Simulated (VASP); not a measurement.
SiO2:

```
Si O
1.0
     0.00000    2.26417    2.26417
     2.26417    0.00000    2.26417
     2.26417    2.26417    0.00000
Si O
1 2
Cartesian
  0.0000 0.0000 0.0000
  1.1321 1.1321 1.1321
  3.3963 3.3963 3.3963
```

Base run:

* Program: VASP 6.6.1
* Functional: HSE06
* Potentials or basis: VASP PAW PBE potentials, release 64 (Si, O)
* Cutoff: 520 eV
* k mesh: 6 × 6 × 6
* Occupations: gaussian, width 0.01 eV
* Spin: no spin polarisation

Its results: band gap on the k mesh 3.57 eV, direct; pressure -3.9 GPa.

Task: The run is repeated on the same cell with these changes: functional from HSE06 to PBE. What comes out?

Result: Band gap on the k mesh 2.06 eV, direct; pressure 10.3 GPa.

HSE06 gives the wider gap, since exact exchange removes part of the self-interaction.

Caveats: the PAW data sets were made with another functional, which shifts forces and pressure a little (some runs).

A k mesh can miss the band edges.
